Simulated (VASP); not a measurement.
A run of VASP 6.6.1:

The input INCAR:

```
SYSTEM = Ta2N
PREC = Accurate
ENCUT = 520
EDIFF = 1E-6
ISMEAR = 0
SIGMA = 0.15
LREAL = .FALSE.
LASPH = .TRUE.
NELM = 100
ALGO = Normal
ISIF = 2
LWAVE = .FALSE.
LCHARG = .FALSE.
GGA = PS
NBANDS = 20
```

File KPOINTS:

```
regular mesh
0
G
  18 18 10
  0 0 0
```

The input POSCAR:

```
Ta2N
1.0
    3.0786153869      0.0000000000      0.0000000000
   -1.5393076935      2.6661591336      0.0000000000
    0.0000000000      0.0000000000      4.8232571780
Ta N
2 1
Direct
    0.6304375529      0.3068117813      0.7047896932
    0.3333333333      0.6666666667      0.2537445519
    0.0000000000      0.0000000000      0.0000000000
```

Potentials or basis: VASP PAW PBE potentials, release 64 (Ta_pv, N).

Command:

```bash
$ cat potpaw_PBE.64/Ta_pv/POTCAR potpaw_PBE.64/N/POTCAR > POTCAR
$ mpirun -np 1 vasp_std > vasp.out
```

Hardware: 1 thread of Intel(R) Xeon(R) 6975P-C (Granite Rapids) (shared host).

Task: Estimate the wall time of this run.

Result: It took 6.1 min on 1 thread of Intel(R) Xeon(R) 6975P-C (Granite Rapids), with other jobs on the host, peak memory 1.1 GiB. Counts: scf iterations 14, k points 1624.
